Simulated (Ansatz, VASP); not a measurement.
## One calculation of BaO, two programs

The input POSCAR:

```
BaO
1.0
    0.0344438548      2.7786671095      2.7786671095
    2.7786671095      0.0344438548      2.7786671095
    2.7786671095      2.7786671095      0.0344438548
Ba O
1 1
Direct
    0.0000000000      0.0000000000      0.0000000000
    0.5000000000      0.5000000000      0.5000000000
```

Contents of INCAR.step1:

```
SYSTEM = BaO
PREC     = Accurate       ! precision mode
ENCUT    = 520            ! plane-wave cutoff, eV
EDIFF    = 1E-5           ! SCF threshold, eV
ISMEAR   = 0              ! smearing method
SIGMA    = 0.01           ! smearing width, eV
LREAL    = .False.        ! projectors in reciprocal space
LASPH    = .True.         ! aspherical terms in the spheres
NELM     = 120            ! most SCF steps
ALGO     = Normal         ! electronic algorithm
ISIF     = 2              ! what is computed and relaxed
LWAVE    = .True.         ! write WAVECAR
LCHARG   = .False.        ! write CHGCAR
NBANDS   = 15             ! bands
GGA      = PE             ! functional
GGA_COMPAT= .False.
```

File INCAR.step2:

```
SYSTEM = BaO
PREC     = Accurate       ! precision mode
ENCUT    = 520            ! plane-wave cutoff, eV
EDIFF    = 1E-6           ! SCF threshold, eV
ISMEAR   = 0              ! smearing method
SIGMA    = 0.01           ! smearing width, eV
LREAL    = .False.        ! projectors in reciprocal space
LASPH    = .True.         ! aspherical terms in the spheres
NELM     = 120            ! most SCF steps
ALGO     = Normal         ! electronic algorithm
ISIF     = 2              ! what is computed and relaxed
LWAVE    = .False.        ! write WAVECAR
LCHARG   = .False.        ! write CHGCAR
GGA      = PE             ! functional
LHFCALC  = .True.         ! exact exchange
HFSCREEN = 0.2079         ! screening, 1/A
PRECFOCK = Normal       
NBANDS   = 15             ! bands
ISTART   = 1            
GGA_COMPAT= .False.
```

KPOINTS

```
regular mesh
0
Gamma
  6 6 6
  0 0 0
```

Input for Ansatz:

```yaml
crystal:
  lattice:
    - [0.0344438548, 2.7786671095, 2.7786671095]
    - [2.7786671095, 0.0344438548, 2.7786671095]
    - [2.7786671095, 2.7786671095, 0.0344438548]
  atoms:
    - { symbol: Ba, position: [0.0, 0.0, 0.0] }
    - { symbol: O, position: [0.5, 0.5, 0.5] }
kpoints:
  mp_grid: { grid: [6, 6, 6] }
  band_path:
    path:
      - [0.0, 0.0, 0.0]
      - [0.5, 0.0, 0.5]
      - [0.625, 0.25, 0.625]
      - [0.375, 0.375, 0.75]
      - [0.5, 0.5, 0.5]
      - [0.5, 0.25, 0.75]
      - [0.0, 0.5, 0.5]
    npoints: 1
hamiltonian:
  xc: hse06
scf:
  occupations: { method: fixed }
  n_extra_bands: 4
output:
  forces: true
  stress: true
  eigenvalues: true
  write_density: true
  write_potential: true
  elf: true
  volumetric_format: npy
```

Change from the starting cell: epitaxial_111 strain -1.0%.

Alike in both runs: task single point; functional HSE06; k mesh 6 × 6 × 6; no spin polarisation.

|  | VASP | Ansatz |
| --- | --- | --- |
| version | VASP 6.6.1 | Ansatz 0.2.0 |
| potentials or method | VASP PAW PBE potentials, release 64 (Ba_sv, O) | plane waves, PAW |
| plane-wave cutoff (eV) | 520 | 420 |
| occupations | gaussian, width 0.01 eV | fixed |
| valence electrons in the cell | 16 | 16 |

|  | VASP | Ansatz | Ansatz less VASP |
| --- | --- | --- | --- |
| gap on the k mesh at the Fermi level (eV) | 3.21 | 3.28 | +0.068 |
| pressure (GPa) | 2.0 | 0.3 | -1.67 |
| traceless stress, the component that is largest in VASP (GPa) | -0.48 | -0.48 | +0.004 |

Ansatz's warnings: stress exchange threshold loose, stress scf threshold loose.

Neither program's run includes spin-orbit coupling.
